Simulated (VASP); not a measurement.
# Nb (P6_3/mmc) in VASP: further runs

Runs on Nb. Level: LDA. Tasks: single point.

Program: VASP 6.6.1. These are calculated values, not measurements. Logs are shortened: lines on timing, memory, paths and dates and some standing lists are left out, and cuts for length are marked.

**1. The cell of the first run**

The structure is hexagonal, space group P6_3/mmc (No. 194). Conventional cell: a = 2.804 Å, b = 2.804 Å, c = 10.364 Å, α = 90.00°, β = 90.00°, γ = 120.00°. Within 3.7 Å of Nb (site symmetry -3m) lie 12 Nb at 2.80 to 3.06 Å. Within 3.7 Å of Nb (site symmetry -6m2) lie 12 Nb at 2.80 to 3.06 Å.

This isn't the form of Nb at room conditions, which is bcc.

**2. Single point, LDA**

INCAR

```
PREC = Accurate
ENCUT = 520
EDIFF = 1E-6
ISMEAR = -1
SIGMA = 0.1
LREAL = False
LASPH = True
NELM = 100
ALGO = Normal
ISIF = 2
LWAVE = False
LCHARG = False
NBANDS = 34
```

KPOINTS

```
Automatic mesh
0
Gamma
  12 12 4
```

POSCAR

```
Nb
1.0
    2.8041384385      0.0000000000      0.0000000000
   -1.4020692193      2.4284551235      0.0000000000
    0.0000000000      0.0000000000     10.3640171898
Nb
4
Direct
    0.0000000000      1.0000000000      0.0000000000
    0.0000000000      1.0000000000      0.5000000000
    0.3333333333      0.6666666667      0.2500000000
    0.6666666667      0.3333333333      0.7500000000
```

Potentials or basis: VASP PAW LDA potentials, release 64 (Nb_sv).

Started as:

```
> cat potpaw_LDA.64/Nb_sv/POTCAR > POTCAR
> mpirun -np 1 vasp_std > vasp.out
```

OUTCAR:

```text
PREC = Accurate
   ENCUT = 520
   EDIFF = 1E-6
   ISMEAR = -1
   LREAL = False
   LASPH = True
   NELM = 100
   ISIF = 2

 ion  position               nearest neighbor table
   1  0.000  0.000  0.000-
   2  0.000  0.000  0.500-
   3  0.333  0.667  0.250-
   4  0.667  0.333  0.750-

  LATTYP: Found a hexagonal cell.
 ALAT       =     2.8041384385
 C/A-ratio  =     3.6959720132

  Lattice vectors:

 A1 = (   2.8041384385,   0.0000000000,   0.0000000000)
 A2 = (  -1.4020692193,   2.4284551235,   0.0000000000)
 A3 = (   0.0000000000,   0.0000000000,  10.3640171898)

Analysis of symmetry for initial positions (statically):
=====================================================================
 Subroutine PRICEL returns:
 Original cell was already a primitive cell.

 Routine SETGRP: Setting up the symmetry group for a
 hexagonal supercell.

 Subroutine GETGRP returns: Found 24 space group operations
 (whereof 12 operations were pure point group operations)
 out of a pool of 24 trial point group operations.

The static configuration has the point symmetry D_3d.
 The point group associated with its full space group is D_6h.

Analysis of symmetry for dynamics (positions and initial velocities):
=====================================================================
 Subroutine PRICEL returns:
 Original cell was already a primitive cell.

 Routine SETGRP: Setting up the symmetry group for a
 hexagonal supercell.

 Subroutine GETGRP returns: Found 24 space group operations
 (whereof 12 operations were pure point group operations)
 out of a pool of 24 trial point group operations.

The dynamic configuration has the point symmetry D_3d.
 The point group associated with its full space group is D_6h.

 Subroutine INISYM returns: Found 24 space group operations
 (whereof 12 operations are pure point group operations),
 and found     1 'primitive' translations

----------------------------------------------------------------------------------------

                                     Primitive cell

  volume of cell :      70.5761

  direct lattice vectors                    reciprocal lattice vectors
     2.804138438  0.000000000  0.000000000     0.356615774  0.205892213  0.000000000
    -1.402069219  2.428455124  0.000000000     0.000000000  0.411784426  0.000000000
     0.000000000  0.000000000 10.364017190     0.000000000  0.000000000  0.096487682

  length of vectors
     2.804138438  2.804138439 10.364017190     0.411784426  0.411784426  0.096487682

  position of ions in fractional coordinates (direct lattice)
     0.000000000  0.000000000  0.000000000
     0.000000000  0.000000000  0.500000000
     0.333333333  0.666666667  0.250000000
     0.666666667  0.333333333  0.750000000

  ion indices of the primitive-cell ions
   primitive index   ion index
                 1           1
                 2           2
                 3           3
                 4           4

----------------------------------------------------------------------------------------

 KPOINTS: Automatic mesh

Automatic generation of k-mesh.
 Grid dimensions read from file:
 generate k-points for:   12   12    4

 Generating k-lattice:

  Cartesian coordinates                     Fractional coordinates (reciprocal lattice)
     0.029717981  0.017157684  0.000000000     0.083333333  0.000000000  0.000000000
     0.000000000  0.034315369  0.000000000     0.000000000  0.083333333  0.000000000
     0.000000000  0.000000000  0.024121921     0.000000000  0.000000000  0.250000000

  Length of vectors
     0.034315369  0.034315369  0.024121921

  Shift w.r.t. Gamma in fractional coordinates (k-lattice)
     0.000000000  0.000000000  0.000000000

 Subroutine IBZKPT returns following result:
 ===========================================

 Found     57 irreducible k-points:

 Following reciprocal coordinates:
            Coordinates               Weight
  0.000000  0.000000  0.000000      1.000000
  0.083333  0.000000  0.000000      6.000000
  0.166667  0.000000  0.000000      6.000000
  0.250000  0.000000  0.000000      6.000000
  0.333333  0.000000  0.000000      6.000000
  0.416667  0.000000  0.000000      6.000000
[... 16 lines left out ...]
  0.250000  0.000000  0.250000     12.000000
  0.333333  0.000000  0.250000     12.000000
 [... further k-points ...]
   k-points           NKPTS =     57   k-points in BZ     NKDIM =     57   number of bands    NBANDS=     34
   number of dos      NEDOS =    301   number of ions     NIONS =      4
   total plane-waves  NPLWV =  46080
   dimension x,y,z NGX =    24 NGY =   24 NGZ =   80
   dimension x,y,z NGXF=    48 NGYF=   48 NGZF=  160
   ions per type =               4
   NGX,Y,Z   is equivalent  to a cutoff of  14.23, 14.23, 12.83 a.u.
   NGXF,Y,Z  is equivalent  to a cutoff of  28.46, 28.46, 25.67 a.u.
 SYSTEM =  unknown system
   PREC   = accura    normal or accurate (medium, high low for compatibility)
[... 39 lines left out ...]
 non-spin polarized calculation
  energy-cutoff  :      520.00
  volume of cell :       70.58
 maximum number of plane-waves:      1924
 NGX is ok and might be reduce to    24
   NGX = 11   NGY = 11   NGZ = 39

 number of electron      52.0000001 magnetization

 Free energy of the ion-electron system (eV)
  ---------------------------------------------------
  ext. energy  EPLUGINS =         0.00000000
  ---------------------------------------------------
  free energy    TOTEN  =       -43.86261050 eV

  energy without entropy =      -43.70679611  energy(sigma->0) =      -43.78470331

 E-fermi :  11.6324     XC(G=0): -12.8030

 val. band max:       11.6244658223   @ k =   0.0833   0.0833   0.0000
 cond. band min:      11.6424311061   @ k =   0.4167   0.0000   0.2500
 fundamental gap:      0.0179652839
 Fermi energy:        11.6323807431

 k-point     1 :       0.0000    0.0000    0.0000
  band No.  band energies     occupation
      1     -42.7556      2.00000
      2     -42.6901      2.00000
      3     -42.6683      2.00000
      4     -42.6014      2.00000
      5     -19.4805      2.00000
      6     -18.9600      2.00000
[... 26 lines left out ...]
     33      14.5748      0.00000
     34      14.5894      0.00000

 k-point     2 :       0.0833    0.0000    0.0000
  band No.  band energies     occupation
      1     -42.7359      2.00000
      2     -42.6725      2.00000
      3     -42.6508      2.00000
      4     -42.5861      2.00000
      5     -19.4476      2.00000
      6     -18.9487      2.00000
[... 26 lines left out ...]
     33      14.1089      0.00000
     34      14.3221      0.00000

 k-point     3 :       0.1667    0.0000    0.0000
  band No.  band energies     occupation
      1     -42.6812      2.00000
      2     -42.6241      2.00000
      3     -42.6024      2.00000
      4     -42.5443      2.00000
      5     -19.3545      2.00000
      6     -18.9327      2.00000
[... 26 lines left out ...]
     33      13.2541      0.00000
     34      13.8384      0.00000

 k-point     4 :       0.2500    0.0000    0.0000
  band No.  band energies     occupation
      1     -42.6044      2.00000
      2     -42.5573      2.00000
      3     -42.5355      2.00000
      4     -42.4877      2.00000
      5     -19.2210      2.00000
      6     -19.0386      2.00000
[... 26 lines left out ...]
     33      14.3019      0.00000
     34      14.3489      0.00000

 k-point     5 :       0.3333    0.0000    0.0000
  band No.  band energies     occupation
      1     -42.5239      2.00000
      2     -42.4894      2.00000
      3     -42.4676      2.00000
      4     -42.4328      2.00000
      5     -19.3644      2.00000
      6     -19.3535      2.00000
[... 621 lines left out ...]
 k-point    22 :       0.1667    0.0000    0.2500
  band No.  band energies     occupation
      1     -42.6762      2.00000
      2     -42.6413      2.00000
      3     -42.5851      2.00000
      4     -42.5494      2.00000
      5     -19.3226      2.00000
      6     -19.0925      2.00000
[... 26 lines left out ...]
     33      13.4134      0.00000
     34      14.0230      0.00000

 k-point    23 :       0.2500    0.0000    0.2500
  band No.  band energies     occupation
      1     -42.6001      2.00000
      2     -42.5708      2.00000
      3     -42.5219      2.00000
      4     -42.4920      2.00000
      5     -19.2055      2.00000
      6     -19.0997      2.00000
[... 26 lines left out ...]
     33      14.2292      0.00000
     34      14.4612      0.00000

 k-point    24 :       0.3333    0.0000    0.2500
  band No.  band energies     occupation
      1     -42.5207      2.00000
      2     -42.4986      2.00000
      3     -42.4584      2.00000
      4     -42.4361      2.00000
      5     -19.3648      2.00000
      6     -19.3390      2.00000
[... 26 lines left out ...]
     33      14.9253      0.00000
     34      15.7146      0.00000

 [... further k-points ...]

------------------------ aborting loop because EDIFF is reached ----------------------------------------

  FORCE on cell =-STRESS in cart. coord.  units (eV):
  Direction    XX          YY          ZZ          XY          YZ          ZX
  --------------------------------------------------------------------------------------
  -------------------------------------------------------------------------------------
  Total       -0.0619126     -0.0619126     -0.0554892      0.0000000      0.0000000     -0.0000000
  in kB       -1.4055032     -1.4055032     -1.2596844      0.0000000      0.0000000     -0.0000000
  external PRESSURE =      -1.3568969 kB  Pullay stress =       0.0000000 kB

 VOLUME and BASIS-vectors are now :
 -----------------------------------------------------------------------------
  energy-cutoff  :      520.00
  volume of cell :       70.58
      direct lattice vectors                 reciprocal lattice vectors
     2.804138438  0.000000000  0.000000000     0.356615774  0.205892213  0.000000000
    -1.402069219  2.428455124  0.000000000     0.000000000  0.411784426  0.000000000
     0.000000000  0.000000000 10.364017190     0.000000000  0.000000000  0.096487682

 POSITION                                       TOTAL-FORCE (eV/Angst)
 -----------------------------------------------------------------------------------
      0.00000      0.00000      0.00000         0.000000      0.000000     -0.000000
      0.00000      0.00000      5.18201         0.000000      0.000000     -0.000000
     -0.00000      1.61897      2.59100        -0.000000      0.000000      0.000000
      1.40207      0.80949      7.77301         0.000000     -0.000000      0.000000
 -----------------------------------------------------------------------------------
    total drift:                               -0.000000      0.000000     -0.000000

  FREE ENERGIE OF THE ION-ELECTRON SYSTEM (eV)
  ---------------------------------------------------
  free  energy   TOTEN  =       -43.8626105000 eV

  energy  without entropy=      -43.7067961138  energy(sigma->0) =      -43.78470331
```

Wall time 76 s (1 thread of Intel Xeon 6975P-C (Granite Rapids), shared host); peak memory 0.23 GiB.

What came out:

```
Free energy            : -43.8626 eV
Pressure               : -0.1 GPa
Band gap on the k mesh : zero (bands 26 and 27 overlap by 1.60 eV)
```

Levels at points of the mesh, in eV from the Fermi level:
| k point | band 23 | band 24 | band 25 | band 26 | band 27 | band 28 | band 29 | band 30 |
| --- | --- | --- | --- | --- | --- | --- | --- | --- |
| (0.00, 0.00, 0.00) | -1.18 | 0.23 | 0.23 | 0.36 | 0.36 | 0.53 | 0.53 | 0.60 |
| (0.50, 0.00, 0.00) | -2.39 | -1.41 | 0.13 | 0.39 | 0.78 | 2.33 | 2.35 | 2.69 |
| (0.00, 0.00, 0.50) | -0.33 | -0.33 | 0.31 | 0.31 | 0.31 | 0.31 | 0.58 | 0.58 |
| (0.50, 0.00, 0.50) | -1.59 | -1.59 | 1.13 | 1.13 | 1.20 | 1.20 | 1.63 | 1.63 |

**3. Single point, LDA (15.53 Å³/atom)**

This run uses another cell than the first one, of 15.53 Å³/atom.

INCAR

```
PREC     = Accurate       # precision mode
ENCUT    = 520            # plane-wave cutoff, eV
EDIFF    = 1E-7           # SCF threshold, eV
ISMEAR   = -1             # smearing method
SIGMA    = 0.1            # smearing width, eV
LREAL    = False          # projectors in reciprocal space
LASPH    = True           # aspherical terms in the spheres
NELM     = 80             # most SCF steps
ALGO     = Normal         # electronic algorithm
ISIF     = 2              # what is computed and relaxed
LWAVE    = False          # write WAVECAR
LCHARG   = False          # write CHGCAR
NBANDS   = 34             # bands
```

KPOINTS

```
Automatic mesh
0
Gamma
  15 15 4
```

POSCAR

```
Nb
1.0
    2.6871609192      0.0000000000      0.0000000000
   -1.3435804596      2.3271496201      0.0000000000
    0.0000000000      0.0000000000      9.9316715525
Nb
4
Direct
    0.0000000000      1.0000000000      0.0000000000
    0.0000000000      1.0000000000      0.5000000000
    0.3333333333      0.6666666667      0.2500000000
    0.6666666667      0.3333333333      0.7500000000
```

Potentials or basis: VASP PAW LDA potentials, release 64 (Nb_sv).

Started as:

```
> cat potpaw_LDA.64/Nb_sv/POTCAR > POTCAR
> mpirun -np 1 vasp_std > vasp.out
```

Wall time 97 s (1 thread of Intel Xeon 6975P-C (Granite Rapids), shared host); peak memory 0.23 GiB.

It converged, with:

| Quantity | Value |
| --- | --- |
| Free energy | -43.1589 eV |
| Pressure | 29.2 GPa |
| Band gap on the k mesh | zero (bands 26 and 27 overlap by 1.99 eV) |

Stress tensor (GPa, compression positive):
```
30.08  0.00  0.00
 0.00 30.08  0.00
 0.00  0.00 27.47
```

Levels at points of the mesh, in eV from the Fermi level:
```csv
k point,band 22,band 23,band 24,band 25,band 26,band 27,band 28,band 29,band 30,band 31
"(0.00, 0.00, 0.00)",-1.56,-1.51,0.11,0.11,0.26,0.26,0.48,0.48,0.64,0.64
"(0.00, 0.00, 0.50)",-1.69,-0.04,-0.04,0.20,0.20,0.20,0.20,0.53,0.53,0.53
```

Caveat: the cell stands under pressure.

**4. Single point, LDA (16.23 Å³/atom)**

This run uses another cell than the first one, of 16.23 Å³/atom.

INCAR

```
PREC = Accurate ; ENCUT = 520
EDIFF = 1E-6 ; ISMEAR = -1
SIGMA = 0.1 ; LREAL = False
LASPH = True ; NELM = 60
ALGO = Normal ; ISIF = 2
LWAVE = False ; LCHARG = True
LELF = True ; LVHAR = True
NBANDS = 34
```

KPOINTS is that of step 3.

POSCAR

```
Nb
1.0
    2.7272737125      0.0000000000      0.0000000000
   -1.3636368562      2.3618883181      0.0000000000
    0.0000000000      0.0000000000     10.0799273136
Nb
4
Direct
    0.0000000000      1.0000000000      0.0000000000
    0.0000000000      1.0000000000      0.5000000000
    0.3333333333      0.6666666667      0.2500000000
    0.6666666667      0.3333333333      0.7500000000
```

Started as:

```
> cat potpaw_LDA.64/Nb_sv/POTCAR > POTCAR
> mpirun -np 1 vasp_std > vasp.out
```

Wall time 93 s (1 thread of Intel Xeon 6975P-C (Granite Rapids), shared host); peak memory 0.23 GiB.

The run converged. Its results:

```yaml
Free_energy: -43.5700 eV
Pressure: 17.5 GPa
Band_gap_on_the_k_mesh: zero (bands 26 and 27 overlap by 1.91 eV)
```

Stress tensor (GPa, compression positive):
```
17.95  0.00  0.00
 0.00 17.95  0.00
 0.00  0.00 16.53
```

Levels at points of the mesh, in eV from the Fermi level:
```
           k point  band 22  band 23  band 24  band 25  band 26  band 27  band 28  band 29  band 30  band 31
(0.00, 0.00, 0.00)    -1.49    -1.39     0.16     0.16     0.30     0.30     0.50     0.50     0.66     0.66
(0.00, 0.00, 0.50)    -1.56    -0.16    -0.16     0.25     0.25     0.25     0.25     0.55     0.55     0.55
```

Caveat: the cell stands under pressure.

**5. Single point, LDA (16.94 Å³/atom)**

This run uses another cell than the first one, of 16.94 Å³/atom.

INCAR

```
PREC     = Accurate       # precision mode
ENCUT    = 520            # plane-wave cutoff, eV
EDIFF    = 1E-6           # SCF threshold, eV
ISMEAR   = -1             # smearing method
SIGMA    = 0.1            # smearing width, eV
LREAL    = False          # projectors in reciprocal space
LASPH    = True           # aspherical terms in the spheres
NELM     = 100            # most SCF steps
ALGO     = Normal         # electronic algorithm
ISIF     = 2              # what is computed and relaxed
LWAVE    = False          # write WAVECAR
LCHARG   = False          # write CHGCAR
NBANDS   = 34             # bands
```

KPOINTS

```
regular mesh
0
Gamma
  15 15 4
```

POSCAR

```
Nb
1.0
    2.7662400301      0.0000000000      0.0000000000
   -1.3831200150      2.3956341390      0.0000000000
    0.0000000000      0.0000000000     10.2239457328
Nb
4
Direct
    0.0000000000      1.0000000000      0.0000000000
    0.0000000000      1.0000000000      0.5000000000
    0.3333333333      0.6666666667      0.2500000000
    0.6666666667      0.3333333333      0.7500000000
```

Started as:

```
> cat potpaw_LDA.64/Nb_sv/POTCAR > POTCAR
> mpirun -np 1 vasp_std > vasp.out
```

Wall time 1.7 min (1 thread of Intel Xeon 6975P-C (Granite Rapids), shared host); peak memory 0.25 GiB.

Results (log left out):

```yaml
Free_energy: -43.7930 eV
Pressure: 7.9 GPa
Band_gap_on_the_k_mesh: zero (bands 26 and 27 overlap by 1.78 eV)
```

Stress tensor (GPa, compression positive):
```
8.03 0.00 0.00
0.00 8.03 0.00
0.00 0.00 7.52
```

Levels at points of the mesh, in eV from the Fermi level:
```
           k point  band 22  band 23  band 24  band 25  band 26  band 27  band 28  band 29  band 30  band 31
(0.00, 0.00, 0.00)    -1.43    -1.28     0.20     0.20     0.33     0.33     0.52     0.52     0.67     0.67
(0.00, 0.00, 0.50)    -1.44    -0.26    -0.26     0.28     0.28     0.28     0.28     0.57     0.57     0.57
```

Caveat: the cell stands under pressure.

**6. Single point, LDA (17.64 Å³/atom)**

INCAR

```
SYSTEM = Nb
  ALGO = Normal
  EDIFF = 1E-6
  ENCUT = 520
  ISIF = 2
  ISMEAR = -1
  LASPH = .True.
  LCHARG = .False.
  LREAL = .False.
  LWAVE = .False.
  NBANDS = 34
  NELM = 100
  PREC = Accurate
  SIGMA = 0.1
```

KPOINTS

```
k-points
0
Gamma
  15 15 4
  0 0 0
```

POSCAR

```
Nb
1.0
    2.8041384385      0.0000000000      0.0000000000
   -1.4020692193      2.4284551235      0.0000000000
    0.0000000000      0.0000000000     10.3640171898
Nb
4
Direct
    0.0000000000      1.0000000000      0.0000000000
    0.0000000000      1.0000000000      0.5000000000
    0.3333333333      0.6666666667      0.2500000000
    0.6666666667      0.3333333333      0.7500000000
```

Potentials or basis: VASP PAW LDA potentials, release 64 (Nb_sv).

Started as:

```
> cat potpaw_LDA.64/Nb_sv/POTCAR > POTCAR
> mpirun -np 1 vasp_std > vasp.out
```

Run time: 1.7 min. Hardware: 1 thread of Intel Xeon 6975P-C (Granite Rapids), shared host; peak memory 0.26 GiB.

The run converged. Its results:

* Free energy: -43.8612 eV
* Pressure: -0.1 GPa
* Band gap on the k mesh: zero (bands 26 and 27 overlap by 1.62 eV)

Stress tensor (GPa, compression positive):
```
-0.18  0.00  0.00
 0.00 -0.18  0.00
 0.00  0.00  0.00
```

Levels at points of the mesh, in eV from the Fermi level:
| k point | band 23 | band 24 | band 25 | band 26 | band 27 | band 28 | band 29 | band 30 |
| --- | --- | --- | --- | --- | --- | --- | --- | --- |
| (0.00, 0.00, 0.00) | -1.18 | 0.23 | 0.23 | 0.35 | 0.35 | 0.53 | 0.53 | 0.60 |
| (0.00, 0.00, 0.50) | -0.33 | -0.33 | 0.31 | 0.31 | 0.31 | 0.31 | 0.58 | 0.58 |

**7. The runs side by side**

```csv
cell,k mesh,gap on the mesh (eV),pressure (GPa)
"a = 2.804, b = 2.804, c = 10.364 Å, angles 90.0, 90.0, 120.0°, 4 atoms",12 × 12 × 4,none,-0.1
"a = 2.687, b = 2.687, c = 9.932 Å, angles 90.0, 90.0, 120.0°, 4 atoms",15 × 15 × 4,none,29.2
"a = 2.727, b = 2.727, c = 10.080 Å, angles 90.0, 90.0, 120.0°, 4 atoms",15 × 15 × 4,none,17.5
"a = 2.766, b = 2.766, c = 10.224 Å, angles 90.0, 90.0, 120.0°, 4 atoms",15 × 15 × 4,none,7.9
"a = 2.804, b = 2.804, c = 10.364 Å, angles 90.0, 90.0, 120.0°, 4 atoms",15 × 15 × 4,none,-0.1
```

Alike in all rows: task single point; level LDA; potentials or basis VASP PAW LDA potentials, release 64 (Nb_sv); no spin polarisation; cutoff (eV) 520; smearing fermi-dirac 0.1 eV.

Caveats: the cell stands under pressure (at least some runs).

Total energies depend on the potentials used, so only differences within one code and one set of settings carry meaning.

The gap in the log of VASP goes by the Fermi energy; the results here count the filled bands.